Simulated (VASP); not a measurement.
Crystal: Re.

```
CELL_PARAMETERS angstrom
2.66636 0.00000 0.00000
-1.33318 2.30913 0.00000
0.00000 0.00000 4.28914
ATOMIC_POSITIONS crystal
Re 0.33333 0.66667 0.25000
Re 0.66667 0.33333 0.75000
```

Base run:

- Program: VASP 6.6.1
- Functional: LDA
- Potentials or basis: VASP PAW LDA potentials, release 64 (Re_sv_GW)
- Cutoff: 500 eV
- k mesh: 9 × 9 × 5
- Occupations: fermi-dirac, width 0.1 eV
- Spin: no spin polarisation

Its results: band gap on the k mesh zero (band 15 reaches 16.14 eV, above the bottom of band 16 at 12.87 eV); pressure 39.3 GPa.

Problem. The run is repeated on the same cell with these changes: potentials or basis from VASP PAW LDA potentials, release 64 (Re_sv_GW) to VASP PAW LDA potentials, release 64 (Re); cutoff from 500 eV to 520 eV; further incar settings from ALGO = Normal; EDIFF = 1e-06; NBANDS = 22 to ALGO = Normal; EDIFF = 1e-06; NBANDS = 14; valence electrons from 30 to 14. What comes out?

Solution. Band gap on the k mesh zero (band 7 reaches 10.71 eV, above the bottom of band 8 at 7.42 eV); pressure 43.1 GPa.

Caveats: spin-orbit coupling is left out, which moves the levels of the heavy elements.
